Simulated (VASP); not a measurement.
A run of VASP 6.6.1:

Contents of POSCAR:

```
Si
1.0
    0.0000000000      2.6132211277      2.5043369141
    2.6132211277      0.0000000000      2.5043369141
    2.6132211277      2.6132211277      0.0000000000
Si
2
Direct
    0.5000000000      0.5000000000      0.5000000000
    0.7500000000      0.7500000000      0.7500000000
```

INCAR.step1

```
PREC = Accurate
ENCUT = 520
ISMEAR = 0
SIGMA = 0.05
LREAL = False
LASPH = True
NELM = 80
NBANDS = 11
GGA = PE
ALGO = Normal
EDIFF = 1E-4
LWAVE = True
LCHARG = False
```

INCAR.step2

```
PREC = Accurate
ENCUT = 520
EDIFF = 1E-7
ISMEAR = 0
SIGMA = 0.05
LREAL = False
LASPH = True
NELM = 80
ALGO = Normal
ISIF = 2
LWAVE = False
LCHARG = False
METAGGA = R2SCAN
LMIXTAU = True
NBANDS = 11
ISTART = 1
```

The input KPOINTS:

```
regular mesh
0
Gamma
  8 8 8
```

Potentials or basis: VASP PAW PBE potentials, release 64 (Si).

The run is started by

```sh
$ cat potpaw_PBE.64/Si/POTCAR > POTCAR
$ cp INCAR.step1 INCAR
$ mpirun -np 1 vasp_std > vasp.out
$ cp INCAR.step2 INCAR
$ mpirun -np 1 vasp_std > vasp.out
```

Hardware: 1 thread of Intel Xeon 8259CL (shared host).

**Question.** How long does it take, and how much memory?

**Answer.** It took 2.2 min on 1 thread of Intel Xeon 8259CL, with other jobs on the host, peak memory 0.16 GiB. Counts: k points 59.
